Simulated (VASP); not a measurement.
SnTe:

```
Sn Te
1.0
     3.86257    0.00000    0.00000
    -1.93128    3.34508    0.00000
     0.00000    0.00000    6.16537
Sn Te
1 1
Direct
  0.66667 0.33333 0.00000
  0.00000 0.00000 0.50000
```

The cell was built from a structure type or drawn by symmetry, and may not be a known phase.

| Item | Value |
| --- | --- |
| Program | VASP 6.6.1 |
| Task | relaxation of cell and atoms |
| Functional | PBE |
| Potentials or basis | VASP PAW PBE potentials, release 64 (Sn_d, Te) |
| Cutoff | 600 eV |
| k mesh | 6 × 6 × 4 |
| Occupations | gaussian, width 0.1 eV |
| Spin | no spin polarisation |

At the start: pressure -7.0 GPa; volume 39.83 Å³/atom.

Where does the relaxation end?

Over 11 steps the energy falls by 334.6 meV/atom and the volume is 28.79 Å³/atom (-27.7 %); space group P-6m2 (No. 187, to 0.1 Å) before and after.

The path:
| step | energy change (eV) | largest force (eV/Å) | pressure (GPa) | volume (Å³) |
| --- | --- | --- | --- | --- |
| 1 | 0.0000 | 0.0000 | -7.02 | 79.66 |
| 2 | -0.6256 | 0.0000 | -2.32 | 61.17 |
| 3 | -0.6499 | 0.0000 | -0.14 | 58.07 |
| 4 | -0.6497 | 0.0000 | 0.18 | 57.68 |
| 5 | -0.6641 | 0.0000 | 0.31 | 57.31 |
| 6 | -0.6667 | 0.0000 | 0.41 | 57.15 |
| 7 | -0.6674 | 0.0000 | 0.68 | 56.80 |
| 8 | -0.6679 | 0.0000 | 0.55 | 56.95 |
| 9 | -0.6679 | 0.0000 | 0.58 | 56.92 |
| 10 | -0.6688 | 0.0000 | -0.30 | 57.95 |
| 11 | -0.6691 | 0.0000 | 0.00 | 57.59 |

Final structure:
```
Sn Te
1.0
     3.41500    0.00000    0.00000
    -1.70750    2.95748    0.00000
     0.00000    0.00000    5.70201
Sn Te
1 1
Direct
  0.66667 0.33333 0.00000
  0.00000 0.00000 0.50000
```

Caveat: the volume moved by over 15 % at a fixed basis, so the end points are rough.
